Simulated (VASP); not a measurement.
A run of VASP 6.6.1 is set up as follows.

INCAR

```
SYSTEM = PbSe
  PREC = Accurate
  ENCUT = 520
  EDIFF = 1E-7
  ISMEAR = 0
  SIGMA = 0.03
  LREAL = .FALSE.
  LASPH = .TRUE.
  NELM = 100
  ALGO = Normal
  ISIF = 2
  LWAVE = .FALSE.
  LCHARG = .FALSE.
  GGA = PE
  IVDW = 12
  NBANDS = 17
```

File KPOINTS:

```
regular mesh
0
G
  10 10 10
  0 0 0
```

POSCAR

```
PbSe
1.0
    0.0000000000      3.1011344938      3.3600792240
    3.1011344938      0.0000000000      3.3600792240
    3.1011344938      3.1011344938      0.0000000000
Pb Se
1 1
Direct
    0.0000000000      0.0000000000      0.0000000000
    0.5000000000      0.5000000000      0.5000000000
```

Potentials or basis: VASP PAW PBE potentials, release 64 (Pb_d, Se).

Command:

```console
$ cat potpaw_PBE.64/Pb_d/POTCAR potpaw_PBE.64/Se/POTCAR > POTCAR
$ mpirun -np 1 vasp_std > vasp.out
```

(1) Predict the pressure.

(2) Estimate the band gap on the k mesh.

(3) Estimate the dispersion energy per atom.

## Answers

(1) -1.8 GPa.

(2) 0.51 eV.

(3) -0.336 eV.

Caveat: spin-orbit coupling is left out, which moves the levels of the heavy elements.
